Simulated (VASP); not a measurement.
# P: single point with PBEsol

Crystal: P.

```xyz
2
Lattice="-1.7423 2.5906 1.9147 1.7423 -2.5906 1.9147 1.7423 2.5906 -1.9147" Properties=species:S:1:pos:R:3 pbc="T T T"
P     0.0000    3.8859    0.2041
P     1.7423   -1.2953    1.7106
```

This cell differs from its parent crystal: strain +0.030 along x and y, +0.030 along z.

* Program: VASP 6.6.1
* Task: single point
* Functional: PBEsol
* Potentials or basis: VASP PAW PBE potentials, release 64 (P)
* Cutoff: 520 eV
* k mesh: 18 × 18 × 18
* Occupations: gaussian, width 0.15 eV
* Spin: no spin polarisation

```
Pressure               : -8.2 GPa
Largest force          : 0.216 eV/Å
Band gap on the k mesh : zero (bands 5 and 6 overlap by 0.99 eV)
```

Forces on the atoms (eV/Å):
```
P    0.000  0.000  0.216
P    0.000  0.000 -0.216
```

Stress tensor (GPa, compression positive):
```
-9.08  0.00  0.00
 0.00 -8.23  0.00
 0.00  0.00 -7.23
```

Levels at points of the mesh, in eV from the Fermi level:
```
           k point  band 2  band 3  band 4  band 5  band 6  band 7  band 8  band 9
(0.00, 0.00, 0.00)   -3.67   -2.83   -2.63   -1.98    1.52    2.35    3.86    5.42
(0.50, 0.00, 0.00)  -10.51   -2.95   -1.58   -1.34    0.17    0.90    1.60    9.04
(0.00, 0.50, 0.00)   -9.67   -6.17   -4.97   -4.67    0.77    6.26    6.57    8.06
(0.50, 0.50, 0.00)  -11.71   -3.08   -3.08   -0.12   -0.12    0.34    0.34   10.11
(0.50, 0.50, 0.50)   -7.81   -7.69   -4.78   -4.67    0.49    6.01    7.79    7.82
```

It took 3 min on 1 thread of AMD EPYC 7R13 Processor (Zen 3), on a shared host, peak memory 0.33 GiB.

Caveat: the cell differs from its parent crystal (strain +0.030 along x and y, +0.030 along z); the cell stands under tension; the PAW data sets were made with another functional, which shifts forces and pressure a little.
